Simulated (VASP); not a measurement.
InO3 (ReO3 type): single point with PBE

InO3 (ReO3 type):

```xyz
4
Lattice="4.1556 0.0000 0.0000 0.0000 4.1556 0.0000 0.0000 0.0000 4.1556" Properties=species:S:1:pos:R:3 pbc="T T T"
In    0.0000    0.0000    0.0000
O     2.0778    0.0000    0.0000
O     0.0000    2.0778    0.0000
O     0.0000    0.0000    2.0778
```

```
Program             : VASP 6.6.1
Task                : single point
Functional          : PBE
Potentials or basis : VASP PAW PBE potentials, release 64 (In_d, O)
Cutoff              : 520 eV
k mesh              : 13 × 13 × 13
Occupations         : fermi-dirac, width 0.0612256 eV
Spin                : no spin polarisation
```

The pressure is 3.1 GPa.

Levels at points of the mesh, in eV from the Fermi level:
| k point | band 13 | band 14 | band 15 | band 16 | band 17 | band 18 | band 19 | band 20 |
| --- | --- | --- | --- | --- | --- | --- | --- | --- |
| (0.00, 0.00, 0.00) | -0.29 | -0.29 | -0.27 | -0.27 | -0.27 | 4.25 | 8.72 | 14.31 |

Wall time 38 s on 1 thread of Intel(R) Xeon(R) 6975P-C (Granite Rapids) (shared host), peak memory 0.25 GiB.

Caveat: spin-orbit coupling is left out, which moves the levels of the heavy elements; an odd number of electrons without spin polarisation forces a metal; a magnetic or distorted state may lie lower.
